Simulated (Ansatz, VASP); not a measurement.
## Two plane-wave programs on C

```xyz
4
Lattice="2.4673 0.0000 0.0000 -1.2336 2.1367 0.0000 0.0000 0.0000 7.8031" Properties=species:S:1:pos:R:3 pbc="T T T"
C     0.0000    0.0000    1.9508
C     0.0000    0.0000    5.8523
C     0.0000    1.4245    1.9508
C     1.2336    0.7122    5.8523
```

Alike in both runs: task relaxation of cell and atoms; functional PBE; dispersion D3(BJ); k mesh 21 × 21 × 6; occupations gaussian, width 0.1 eV; no spin polarisation.

|  | VASP | Ansatz |
| --- | --- | --- |
| version | VASP 6.6.1 | Ansatz 0.2.0 |
| potentials or method | VASP PAW PBE potentials, release 64 (C), cutoff 600 eV | scalar-relativistic, plane waves, PAW |
| valence electrons in the cell | 16 | 16 |

VASP gave:

- gap on the k mesh at the Fermi level, each at its own relaxed structure (eV): none
- relaxed volume (Å³/atom): 8.78
- relaxed cell length with the largest relative difference (Å): 6.676

Estimate Ansatz's values.

gap on the k mesh at the Fermi level, each at its own relaxed structure (eV): none; relaxed volume (Å³/atom): 8.87; relaxed cell length with the largest relative difference (Å): 6.744.

A gap of «none» marks a metal or a gap that the smearing closes.
